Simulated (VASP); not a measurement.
A run of VASP 6.6.1 is set up as follows.

INCAR

```
SYSTEM = AgCl
PREC = Accurate
ENCUT = 520
EDIFF = 1E-8
ISMEAR = -1
SIGMA = 0.01
LREAL = .FALSE.
LASPH = .TRUE.
NELM = 80
ALGO = Normal
ISIF = 2
LWAVE = .FALSE.
LCHARG = .FALSE.
GGA = PS
LEFG = .TRUE.
NBANDS = 16
```

The input KPOINTS:

```
regular mesh
0
G
  9 9 9
  0 0 0
```

Contents of POSCAR:

```
AgCl
1.0
    3.4339730000      0.0343397300      0.0343397300
    0.0343397300      3.4339730000      0.0343397300
    0.0343397300      0.0343397300      3.4339730000
Ag Cl
1 1
Direct
    0.0000000000      0.0000000000      0.0000000000
    0.5000000000      0.5000000000      0.5000000000
```

Potentials or basis: VASP PAW PBE potentials, release 64 (Ag, Cl).

Launch:

```bash
$ cat potpaw_PBE.64/Ag/POTCAR potpaw_PBE.64/Cl/POTCAR > POTCAR
$ mpirun -np 1 vasp_std > vasp.out
```

Predict the pressure.

-4.7 GPa.

What does it give for the band gap on the k mesh?

0.39 eV (least direct gap 1.86 eV).

Electric field gradients, principal values (V/Å²):
```tsv
atom	least	middle	greatest (by size)
1 Ag	-4.048	-4.048	8.096
2 Cl	6.661	6.661	-13.322
```

Caveat: the cell differs from its parent crystal (equal xy, yz and zx shear strains of +2 %); the cell stands under tension; without QUAD_EFG the Cq values of the log hold for a quadrupole moment of 1 mb, not for the nuclei; the PAW data sets were made with another functional, which shifts forces and pressure a little; an odd mesh through Γ misses points on the zone boundary, where band edges can lie.
